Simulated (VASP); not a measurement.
Set up this calculation in VASP 6.6.1, as the native input.

```yaml
Task: single point
Functional: PBE
Potentials_or_basis: VASP PAW PBE potentials, release 64 (Zr_sv, B)
Cutoff: 520 eV
k_mesh: 12 × 12 × 12
Occupations: gaussian, width 0.05 eV
Spin: no spin polarisation
Dipole_correction: no
Further_INCAR_settings: ALGO = Normal; EDIFF = 1e-06; NBANDS = 14
```

The structure of ZrB lies in POSCAR:

```
ZrB
1.0
    0.0000000000      2.4683614059      2.4683614059
    2.4683614059      0.0000000000      2.4683614059
    2.4683614059      2.4683614059      0.0000000000
Zr B
1 1
Direct
    0.5000000000      0.5000000000      0.5000000000
    0.0000000000      0.0000000000      0.0000000000
```

One way to write it, as run:

INCAR

```
PREC     = Accurate       # precision mode
ENCUT    = 520            # plane-wave cutoff, eV
EDIFF    = 1E-6           # SCF threshold, eV
ISMEAR   = 0              # smearing method
SIGMA    = 0.05           # smearing width, eV
LREAL    = False          # projectors in reciprocal space
LASPH    = True           # aspherical terms in the spheres
NELM     = 100            # most SCF steps
ALGO     = Normal         # electronic algorithm
ISIF     = 2              # what is computed and relaxed
LWAVE    = False          # write WAVECAR
LCHARG   = False          # write CHGCAR
GGA      = PE             # functional
NBANDS   = 14             # bands
```

KPOINTS

```
regular mesh
0
Gamma
  12 12 12
```

Potentials or basis: VASP PAW PBE potentials, release 64 (Zr_sv, B).

Command:

```sh
$ cat potpaw_PBE.64/Zr_sv/POTCAR potpaw_PBE.64/B/POTCAR > POTCAR
$ mpirun -np 1 vasp_std > vasp.out
```

It gave:

```json
{
 "Pressure": "-3.0 GPa",
 "Band gap on the k mesh": "zero (an odd number of electrons rules out a gap without spin polarisation)"
}
```

Wall time 48 s on 1 thread of Intel Xeon 8259CL, on a shared host, peak memory 0.18 GiB.
